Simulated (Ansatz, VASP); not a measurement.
## One calculation of CaPb3, two programs

```
Ca Pb
1.0
     4.82490    0.00000    0.00000
     0.00000    4.82490    0.00000
     0.00000    0.00000    4.82490
Ca Pb
1 3
Direct
  0.00000 0.00000 0.00000
  0.00000 0.50000 0.50000
  0.50000 0.00000 0.50000
  0.50000 0.50000 0.00000
```

Alike in both runs: task single point; functional LDA; k mesh 5 × 5 × 5; no spin polarisation.

```csv
,VASP,Ansatz
version,VASP 6.6.1,Ansatz 0.2.0
potentials or method,"VASP PAW LDA potentials, release 64 (Ca_sv, Pb_d), cutoff 520 eV","plane waves, PAW"
occupations,"methfessel-paxton of order 1, width 0.1 eV","cold, width 0.1 eV"
valence electrons in the cell,52,52
```

```tsv
	VASP	Ansatz	Ansatz less VASP
pressure (GPa)	-0.4	-0.5	-0.09
```

LDA's correlation is that of Perdew and Zunger in VASP and of Perdew and Wang (1992) in Ansatz.

Spin-orbit coupling is off throughout.
